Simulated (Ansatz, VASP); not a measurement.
# One calculation of Ta2F, two programs

INCAR

```
ALGO     = Normal         # electronic algorithm
EDIFF    = 1E-6           # SCF threshold, eV
ENCUT    = 520            # plane-wave cutoff, eV
GGA      = PE             # functional
ISIF     = 2              # what is computed and relaxed
ISMEAR   = 0              # smearing method
ISPIN    = 2              # spin polarisation
LASPH    = True           # aspherical terms in the spheres
LCHARG   = False          # write CHGCAR
LMAXMIX  = 4              # l up to which the mixer works
LORBIT   = 11             # projections on sites
LREAL    = False          # projectors in reciprocal space
LWAVE    = False          # write WAVECAR
MAGMOM   = 1 1 1 1 0 0    # initial moments
NBANDS   = 42             # bands
NELM     = 150            # most SCF steps
PREC     = Accurate       # precision mode
SIGMA    = 0.1            # smearing width, eV
```

The input KPOINTS:

```
k-points
0
Gamma
  6 6 2
```

POSCAR

```
Ta2F
1.0
    2.9351921368      0.0000000000      0.0000000000
   -1.4675960684      2.5419509555      0.0000000000
    0.0000000000      0.0000000000     13.2409130312
Ta F
4 2
Direct
    0.0000000000      0.0000000000      0.2849905402
    0.0000000000      0.0000000000      0.7150094598
    0.3333333333      0.6666666667      0.0951556383
    0.6666666667      0.3333333333      0.9048443617
    0.6666666667      0.3333333333      0.3936497281
    0.3333333333      0.6666666667      0.6063502719
```

Input for Ansatz:

```yaml
crystal:
  lattice:
    - [2.9351921368, 0.0, 0.0]
    - [-1.4675960684, 2.5419509555, 0.0]
    - [0.0, 0.0, 13.2409130312]
  atoms:
    - { symbol: Ta, position: [0.0, 0.0, 0.2849905402], spin: 1.0 }
    - { symbol: Ta, position: [0.0, 0.0, 0.7150094598], spin: 1.0 }
    - { symbol: Ta, position: [0.3333333333, 0.6666666667, 0.0951556383], spin: 1.0 }
    - { symbol: Ta, position: [0.6666666667, 0.3333333333, 0.9048443617], spin: 1.0 }
    - { symbol: F, position: [0.6666666667, 0.3333333333, 0.3936497281] }
    - { symbol: F, position: [0.3333333333, 0.6666666667, 0.6063502719] }
basis:
  ecutwfc: 420
kpoints:
  mp_grid: { grid: [6, 6, 2] }
hamiltonian:
  xc: pbe
scf:
  occupations: { method: gaussian, width: 0.1 }
  lower_state_search: "off"
output:
  forces: true
  stress: true
  eigenvalues: true
  populations: true
magnetization:
  spin_polarized: true
```

Alike in both runs: task single point; functional PBE; k mesh 6 × 6 × 2; occupations gaussian, width 0.1 eV; collinear spin.

|  | VASP | Ansatz |
| --- | --- | --- |
| version | VASP 6.6.1 | Ansatz 0.2.0 |
| potentials or method | VASP PAW PBE potentials, release 64 (Ta_pv, F), cutoff 520 eV | scalar-relativistic, plane waves, PAW |
| valence electrons in the cell | 58 | 66 |

Ansatz gave:

* gap on the k mesh at the Fermi level (eV): none
* pressure (GPa): 0.4
* rms of the force components (eV/Å): 0.029
* net moment per atom (μB): 0.00

Question: What did VASP give for the same quantities?

Answer: gap on the k mesh at the Fermi level (eV): none; pressure (GPa): 0.5; rms of the force components (eV/Å): 0.046; net moment per atom (μB): 0.00.

Atom by atom the forces differ by 0.019 eV/Å (rms over components). A gap of «none» marks a metal or a gap that the smearing closes. VASP's potentials hold 58 valence electrons a cell and Ansatz's 66, so a difference there can come from the potentials and not from the codes. Ansatz's warnings: seeded moment not kept.

The k mesh is coarse, so the values compare programs but aren't converged. Neither program's run includes spin-orbit coupling.
